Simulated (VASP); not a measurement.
# Ni (Fm-3m) in VASP: notebook

Runs on Ni. Level: PBE. Tasks: single point.

Everything below comes from runs of VASP 6.6.1. Logs are shortened: lines on timing, memory, paths and dates and some standing lists are left out, and cuts for length are marked.

### 1 The cell of the first run

It takes space group Fm-3m (No. 225, cubic). The conventional cell has a = 3.542 Å, b = 3.542 Å, c = 3.542 Å, α = 90.00°, β = 90.00°, γ = 90.00°. Within 3.3 Å of Ni (site symmetry m-3m) lie 12 Ni at 2.50 Å.

### 2 Single point, PBE, collinear spin, ferromagnetic start

Contents of INCAR:

```
SYSTEM = Ni
PREC = Accurate
ENCUT = 520
EDIFF = 1E-6
ISMEAR = 0
SIGMA = 0.1
LREAL = .FALSE.
LASPH = .TRUE.
NELM = 150
ALGO = Normal
ISIF = 2
LWAVE = .FALSE.
LCHARG = .FALSE.
ISPIN = 2
MAGMOM = 2 2
LORBIT = 11
LMAXMIX = 4
GGA = PE
NBANDS = 21
```

Contents of KPOINTS:

```
regular mesh
0
G
  11 11 11
  0 0 0
```

Contents of POSCAR:

```
Ni
1.0
    3.5422000000      1.7711000000      1.7711000000
    1.7711000000      3.5422000000      1.7711000000
    1.7711000000      1.7711000000      3.5422000000
Ni
2
Direct
    0.0000000000      0.0000000000      0.0000000000
    0.5000000000      0.5000000000      0.5000000000
```

Potentials or basis: VASP PAW PBE potentials, release 64 (Ni).

On the command line:

```
$ cat potpaw_PBE.64/Ni/POTCAR > POTCAR
$ mpirun -np 1 vasp_std > vasp.out
```

OUTCAR:

```text
SYSTEM = Ni
   PREC = Accurate
   ENCUT = 520
   EDIFF = 1E-6
   ISMEAR = 0
   LREAL = .FALSE.
   LASPH = .TRUE.
   NELM = 150
   ISIF = 2
   ISPIN = 2
   LORBIT = 11
   GGA = PE

 ion  position               nearest neighbor table
   1  0.000  0.000  0.000-   2 2.50   2 2.50   2 2.50   2 2.50   2 2.50   2 2.50
   2  0.500  0.500  0.500-   1 2.50   1 2.50   1 2.50   1 2.50   1 2.50   1 2.50

  LATTYP: Found a trigonal (rhomboedric) cell.
 ALAT       =     4.3382912834
 COS(alpha) =     0.8333333333

  Lattice vectors:

 A1 = (   3.5422000000,   1.7711000000,   1.7711000000)
 A2 = (   1.7711000000,   3.5422000000,   1.7711000000)
 A3 = (   1.7711000000,   1.7711000000,   3.5422000000)

Analysis of symmetry for initial positions (statically):
=====================================================================
 Subroutine PRICEL returns following result:

  LATTYP: Found a face centered cubic cell.
 ALAT       =     3.5422000000

  Lattice vectors:

 A1 = (   0.0000000000,  -1.7711000000,   1.7711000000)
 A2 = (  -1.7711000000,   0.0000000000,   1.7711000000)
 A3 = (  -1.7711000000,  -1.7711000000,   0.0000000000)

   2 primitive cells build up your supercell.

 Routine SETGRP: Setting up the symmetry group for a
 trigonal (rhombohedral) supercell.

 Subroutine GETGRP returns: Found 12 space group operations
 (whereof 12 operations were pure point group operations)
 out of a pool of 12 trial point group operations.

The static configuration has the point symmetry D_3d.

Analysis of symmetry for dynamics (positions and initial velocities):
=====================================================================
 Subroutine PRICEL returns following result:

  LATTYP: Found a face centered cubic cell.
 ALAT       =     3.5422000000

  Lattice vectors:

 A1 = (   0.0000000000,  -1.7711000000,   1.7711000000)
 A2 = (  -1.7711000000,   0.0000000000,   1.7711000000)
 A3 = (  -1.7711000000,  -1.7711000000,   0.0000000000)

   2 primitive cells build up your supercell.

 Routine SETGRP: Setting up the symmetry group for a
 trigonal (rhombohedral) supercell.

 Subroutine GETGRP returns: Found 12 space group operations
 (whereof 12 operations were pure point group operations)
 out of a pool of 12 trial point group operations.

The dynamic configuration has the point symmetry D_3d.

Analysis of structural, dynamic, and magnetic symmetry:
=====================================================================
 Subroutine PRICEL returns following result:

  LATTYP: Found a face centered cubic cell.
 ALAT       =     3.5422000000

  Lattice vectors:

 A1 = (   0.0000000000,  -1.7711000000,   1.7711000000)
 A2 = (  -1.7711000000,   0.0000000000,   1.7711000000)
 A3 = (  -1.7711000000,  -1.7711000000,   0.0000000000)

   2 primitive cells build up your supercell.

 Routine SETGRP: Setting up the symmetry group for a
 trigonal (rhombohedral) supercell.

 Subroutine GETGRP returns: Found 12 space group operations
 (whereof 12 operations were pure point group operations)
 out of a pool of 12 trial point group operations.

The overall configuration has the point symmetry D_3d.

 Subroutine INISYM returns: Found 12 space group operations
 (whereof 12 operations are pure point group operations),
 and found     2 'primitive' translations

----------------------------------------------------------------------------------------

                                     Primitive cell

  volume of cell :      11.1112

  direct lattice vectors                    reciprocal lattice vectors
     0.000000000 -1.771100000  1.771100000     0.282310429 -0.282310429  0.282310429
    -1.771100000  0.000000000  1.771100000    -0.282310429  0.282310429  0.282310429
    -1.771100000 -1.771100000  0.000000000    -0.282310429 -0.282310429 -0.282310429

  length of vectors
     2.504713640  2.504713640  2.504713640     0.488976006  0.488976006  0.488976006

  position of ions in fractional coordinates (direct lattice)
     0.000000000  0.000000000  0.000000000

  ion indices of the primitive-cell ions
   primitive index   ion index
                 1           1

----------------------------------------------------------------------------------------

 KPOINTS: regular mesh

Automatic generation of k-mesh.
 Grid dimensions read from file:
 generate k-points for:   11   11   11

 Generating k-lattice:

  Cartesian coordinates                     Fractional coordinates (reciprocal lattice)
     0.038496877 -0.012832292 -0.012832292     0.090909091 -0.000000000 -0.000000000
    -0.012832292  0.038496877 -0.012832292    -0.000000000  0.090909091 -0.000000000
    -0.012832292 -0.012832292  0.038496877    -0.000000000 -0.000000000  0.090909091

  Length of vectors
     0.042559898  0.042559898  0.042559898

  Shift w.r.t. Gamma in fractional coordinates (k-lattice)
     0.000000000  0.000000000  0.000000000

 Subroutine IBZKPT returns following result:
 ===========================================

 Found    146 irreducible k-points:

 Following reciprocal coordinates:
            Coordinates               Weight
  0.000000  0.000000  0.000000      1.000000
  0.090909  0.000000  0.000000      6.000000
  0.181818  0.000000  0.000000      6.000000
  0.272727  0.000000  0.000000      6.000000
  0.363636  0.000000  0.000000      6.000000
  0.454545  0.000000  0.000000      6.000000
[... 16 lines left out ...]
 -0.272727  0.181818 -0.000000     12.000000
 -0.181818  0.181818  0.000000      6.000000
 [... further k-points ...]
   k-points           NKPTS =    146   k-points in BZ     NKDIM =    146   number of bands    NBANDS=     21
   number of dos      NEDOS =    301   number of ions     NIONS =      2
   total plane-waves  NPLWV =  32768
   dimension x,y,z NGX =    32 NGY =   32 NGZ =   32
   dimension x,y,z NGXF=    64 NGYF=   64 NGZF=   64
   ions per type =               2
   NGX,Y,Z   is equivalent  to a cutoff of  12.26, 12.26, 12.26 a.u.
   NGXF,Y,Z  is equivalent  to a cutoff of  24.53, 24.53, 24.53 a.u.
 SYSTEM =  Ni
   PREC   = accura    normal or accurate (medium, high low for compatibility)
   ISTART =      0    job   : 0-new  1-cont  2-samecut
   ICHARG =      2    charge: 1-file 2-atom 10-const
   ISPIN  =      2    spin polarized calculation?
   LNONCOLLINEAR =      F non collinear calculations
   LSORBIT =      F    spin-orbit coupling
   LASPH  =      T    aspherical Exc in radial PAW
   ENCUT  =  520.0 eV  38.22 Ry    6.18 a.u.   8.07  8.07  8.07*2*pi/ulx,y,z
   NELM   =    150;   NELMIN=  2; NELMDL= -5     # of ELM steps
   EDIFF  = 0.1E-05   stopping-criterion for ELM
   LREAL  =      F    real-space projection
   EDIFFG = 0.1E-04   stopping-criterion for IOM
   NSW    =      0    number of steps for IOM
   IBRION =     -1    ionic relax: 0-MD 1-quasi-New 2-CG
   NFREE  =      0    steps in history (QN), initial steepest desc. (CG)
   ISIF   =      2    stress and relaxation
   ISYM   =      2    0-nonsym 1-usesym 2-fastsym
   POTIM  = 0.5000    time-step for ionic-motion
   TEBEG  =    0.0;   TEEND  =   0.0 temperature during run
   PSTRESS=    0.0 pullay stress
   NELECT =      20.0000    total number of electrons
   NUPDOWN=      -1.0000    fix difference up-down
   EMIN   =  10.00;   EMAX   =-10.00  energy-range for DOS
   EFERMI =   0.00;   METHOD = LEGACY
   ISMEAR =     0;   SIGMA  =   0.10  broadening in eV -4-tet -1-fermi 0-gaus
   EFERMI_NEDOS =   21; number of points for ismear=-14 and -15
   IALGO  =     38    algorithm
   IMIX   =      4    mixing-type and parameters
     AMIX     =   0.40;   BMIX     =  1.00
     AMIX_MAG =   1.60;   BMIX_MAG =  1.00
  volume/ion in A,a.u.               =      11.11        74.98
  Fermi-wavevector in a.u.,A,eV,Ry     =   1.580599  2.986899 33.991350  2.498294
  Thomas-Fermi vector in A             =   2.680802
   LORBIT       =     11    0 simple, 1 ext, 2 COOP (PROOUT), +10 PAW based schemes
   GGA     = PE    functional components
   LHFCALC =     F    Hartree Fock is set to
   AEXX    =    0.0000 exact exchange contribution
   IVDW    =     0    specifies the selected vdW correction
   LEPSILON=     F    determine dielectric tensor
   LRPA    =     F    only Hartree local field effects (RPA)
 spin polarized calculation
 Gauss-broadening in eV      SIGMA  =   0.10
  energy-cutoff  :      520.00
  volume of cell :       22.22
 maximum number of plane-waves:       611
   NGX = 17   NGY = 17   NGZ = 17

 number of electron      20.0000011 magnetization       1.2249687

 Free energy of the ion-electron system (eV)
  ---------------------------------------------------
  ext. energy  EPLUGINS =         0.00000000
  ---------------------------------------------------
  free energy    TOTEN  =       -10.94386305 eV

  energy without entropy =      -10.92640356  energy(sigma->0) =      -10.93513330

 E-fermi :   9.0826     XC(G=0): -13.1318

 val. band max:        9.0797975961   @ k =   0.1818   0.0909   0.0909
 cond. band min:       9.0860235954   @ k =   0.1818   0.0000   0.0000
 fundamental gap:      0.0062259993
 Fermi energy:         9.0825735728

 spin component 1

 k-point     1 :       0.0000    0.0000    0.0000
  band No.  band energies     occupation
      1       0.2193      1.00000
      2       4.3654      1.00000
      3       6.7057      1.00000
      4       6.7057      1.00000
      5       6.7072      1.00000
      6       6.7303      1.00000
[... 13 lines left out ...]
     20      36.3250      0.00000
     21      36.3253      0.00000

 k-point     2 :       0.0909    0.0000    0.0000
  band No.  band energies     occupation
      1       0.5102      1.00000
      2       4.5395      1.00000
      3       6.6104      1.00000
      4       6.6176      1.00000
      5       6.7773      1.00000
      6       6.7788      1.00000
[... 13 lines left out ...]
     20      36.0675      0.00000
     21      38.0974      0.00000
[... 487 lines left out ...]
      5       6.2990      1.00000
      6       6.5464      1.00000
[... 13 lines left out ...]
     20      36.9258      0.00000
     21      38.7611      0.00000

 k-point    24 :      -0.1818    0.1818    0.0000
  band No.  band energies     occupation
      1       3.2447      1.00000
      2       5.6279      1.00000
      3       5.7807      1.00000
      4       6.1370      1.00000
      5       6.2555      1.00000
      6       6.8237      1.00000
[... 13 lines left out ...]
     20      36.6418      0.00000
     21      37.8924      0.00000

 [... further k-points ...]

 spin component 2

 k-point     1 :       0.0000    0.0000    0.0000
  band No.  band energies     occupation
      1       0.1788      1.00000
      2       4.7871      1.00000
      3       7.3291      1.00000
      4       7.3291      1.00000
      5       7.4477      1.00000
      6       7.4478      1.00000
[... 13 lines left out ...]
     20      36.3041      0.00000
     21      36.3175      0.00000

 k-point     2 :       0.0909    0.0000    0.0000
  band No.  band energies     occupation
      1       0.4700      1.00000
      2       4.9709      1.00000
      3       7.1574      1.00000
      4       7.3503      1.00000
      5       7.4432      1.00000
      6       7.5204      1.00000
[... 13 lines left out ...]
     20      36.0401      0.00000
     21      38.1354      0.00000
[... 487 lines left out ...]
      5       6.9010      1.00000
      6       7.1069      1.00000
[... 13 lines left out ...]
     20      36.9347      0.00000
     21      38.7175      0.00000

 k-point    24 :      -0.1818    0.1818    0.0000
  band No.  band energies     occupation
      1       3.2472      1.00000
      2       6.0010      1.00000
      3       6.3359      1.00000
      4       6.7985      1.00000
      5       6.8598      1.00000
      6       7.4414      1.00000
[... 13 lines left out ...]
     20      36.6459      0.00000
     21      37.7974      0.00000

 [... further k-points ...]

------------------------ aborting loop because EDIFF is reached ----------------------------------------

  FORCE on cell =-STRESS in cart. coord.  units (eV):
  Direction    XX          YY          ZZ          XY          YZ          ZX
  --------------------------------------------------------------------------------------
  -------------------------------------------------------------------------------------
  Total       -0.5633939     -0.5633939     -0.5633939      0.0141926      0.0141926      0.0141926
  in kB      -40.6194003    -40.6194003    -40.6194003      1.0232549      1.0232549      1.0232549
  external PRESSURE =     -40.6194003 kB  Pullay stress =       0.0000000 kB

 VOLUME and BASIS-vectors are now :
 -----------------------------------------------------------------------------
  energy-cutoff  :      520.00
  volume of cell :       22.22
      direct lattice vectors                 reciprocal lattice vectors
     3.542200000  1.771100000  1.771100000     0.423465643 -0.141155214 -0.141155214
     1.771100000  3.542200000  1.771100000    -0.141155214  0.423465643 -0.141155214
     1.771100000  1.771100000  3.542200000    -0.141155214 -0.141155214  0.423465643

 POSITION                                       TOTAL-FORCE (eV/Angst)
 -----------------------------------------------------------------------------------
      0.00000      0.00000      0.00000         0.000000      0.000000     -0.000000
      3.54220      3.54220      3.54220        -0.000000     -0.000000      0.000000
 -----------------------------------------------------------------------------------
    total drift:                               -0.000000      0.000000     -0.000000

  FREE ENERGIE OF THE ION-ELECTRON SYSTEM (eV)
  ---------------------------------------------------
  free  energy   TOTEN  =       -10.9438630456 eV

  energy  without entropy=      -10.9264035640  energy(sigma->0) =      -10.93513330

 total charge

# of ion       s       p       d       tot
------------------------------------------
    1        0.488   0.480   8.306   9.273
    2        0.488   0.480   8.306   9.273
--------------------------------------------------
tot          0.976   0.959  16.611  18.546

 magnetization (x)

# of ion       s       p       d       tot
------------------------------------------
    1       -0.007  -0.025   0.659   0.627
    2       -0.007  -0.025   0.659   0.627
--------------------------------------------------
tot         -0.014  -0.051   1.319   1.254
```

Run time: 4.5 min. Hardware: 1 thread of Intel Xeon Platinum 8488C (Sapphire Rapids), shared host; peak memory 0.26 GiB.

Results:

* Free energy: -10.9439 eV
* Pressure: -4.1 GPa
* Net moment: 1.22 μB per cell
* Site moments: Ni +0.63 μB
* Valence electrons inside the program's atomic spheres: Ni 9.27

Caveat: the cell stands under tension.

[end of part 1 of 2]
